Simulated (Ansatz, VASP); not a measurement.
# One calculation of InReS4, two programs

```
In Re S
1.0
     0.00000    3.75908    3.75908
     3.75908    0.00000    3.75908
     3.75908    3.75908    0.00000
In Re S
1 1 4
Direct
  0.75000 0.75000 0.75000
  0.50000 0.50000 0.50000
  0.61453 0.12849 0.12849
  0.12849 0.61453 0.12849
  0.12849 0.12849 0.12849
  0.12849 0.12849 0.61453
```

Change from the starting cell: species swapped into the TbHoFe4 type (F-43m, No. 216).

Alike in both runs: functional PBE; k mesh 10 × 10 × 10; occupations gaussian, width 0.1 eV; collinear spin.

Ansatz relaxed the structure, and its values are those at the end. VASP's run is a single point on that final structure, the one shown.

|  | VASP | Ansatz |
| --- | --- | --- |
| version | VASP 6.6.1 | Ansatz 0.2.0 |
| potentials or method | VASP PAW PBE potentials, release 64 (In_d, Re, S), cutoff 520 eV | scalar-relativistic, plane waves, PAW |
| valence electrons in the cell | 44 | 52 |

VASP gave:

| Property | Result |
| --- | --- |
| gap on the k mesh at the Fermi level (eV) | none |
| pressure (GPa) | -0.2 |
| rms of the force components (eV/Å) | 0.005 |
| net moment per atom (μB) | 0.44 |
| size of the moment on the site where the two differ most (μB) | 2.36 |

Problem. What did Ansatz give for the same quantities?

Solution. gap on the k mesh at the Fermi level (eV): none; pressure (GPa): 0.0; rms of the force components (eV/Å): 0.001; net moment per atom (μB): 0.44; size of the moment on the site where the two differ most (μB): 2.30.

Site moments also hang on the region over which each program counts them. A gap of «none» marks a metal or a gap that the smearing closes. VASP's potentials hold 44 valence electrons a cell and Ansatz's 52, so a difference there can come from the potentials and not from the codes.

Spin-orbit coupling is off throughout.
